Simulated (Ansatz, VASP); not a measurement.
# Two plane-wave programs on Ru

File INCAR:

```
SYSTEM = Ru
PREC = Accurate
ENCUT = 520
EDIFF = 1E-7
ISMEAR = 0
SIGMA = 0.15
LREAL = .False.
LASPH = .True.
NELM = 80
ALGO = Fast
ISIF = 2
LWAVE = .False.
LCHARG = .False.
GGA = PS
NBANDS = 21
```

KPOINTS

```
regular mesh
0
Gamma
  24 24 14
  0 0 0
```

File POSCAR:

```
Ru
1.0
    2.6895239993      0.0000000000      0.0000000000
   -1.3447619996      2.3291961075      0.0000000000
    0.0000000000      0.0000000000      4.3794785813
Ru
2
Direct
    0.3333333333      0.6666666667      0.2500000000
    0.6666666667      0.3333333333      0.7500000000
```

Input for Ansatz:

```yaml
crystal:
  lattice:
    - [2.6895239993, 0.0, 0.0]
    - [-1.3447619996, 2.3291961075, 0.0]
    - [0.0, 0.0, 4.3794785813]
  atoms:
    - { symbol: Ru, position: [0.3333333333, 0.6666666667, 0.25] }
    - { symbol: Ru, position: [0.6666666667, 0.3333333333, 0.75] }
basis:
  ecutwfc: 420
kpoints:
  mp_grid: { grid: [24, 24, 14] }
hamiltonian:
  xc: pbesol
scf:
  occupations: { method: gaussian, width: 0.15 }
output:
  forces: true
  stress: true
  eigenvalues: true
```

Change from the starting cell: strain +0.0300 x Voigt [0, 0, 1, 0, 0, 0], atoms carried along.

Alike in both runs: task single point; functional PBEsol; k mesh 24 × 24 × 14; occupations gaussian, width 0.15 eV; no spin polarisation.

|  | VASP | Ansatz |
| --- | --- | --- |
| version | VASP 6.6.1 | Ansatz 0.2.0 |
| potentials or method | VASP PAW PBE potentials, release 64 (Ru_pv), cutoff 520 eV | scalar-relativistic, plane waves, PAW |
| valence electrons in the cell | 28 | 32 |

```tsv
	VASP	Ansatz	Ansatz less VASP
gap on the k mesh at the Fermi level (eV)	none	none	-
pressure (GPa)	-9.6	-9.5	+0.10
traceless stress, the component that is largest in VASP (GPa)	-9.56	-9.57	-0.015
```

VASP's potentials were made for PBE, not for PBEsol. A gap of «none» marks a metal or a gap that the smearing closes. VASP's potentials hold 28 valence electrons a cell and Ansatz's 32, so a difference there can come from the potentials and not from the codes.
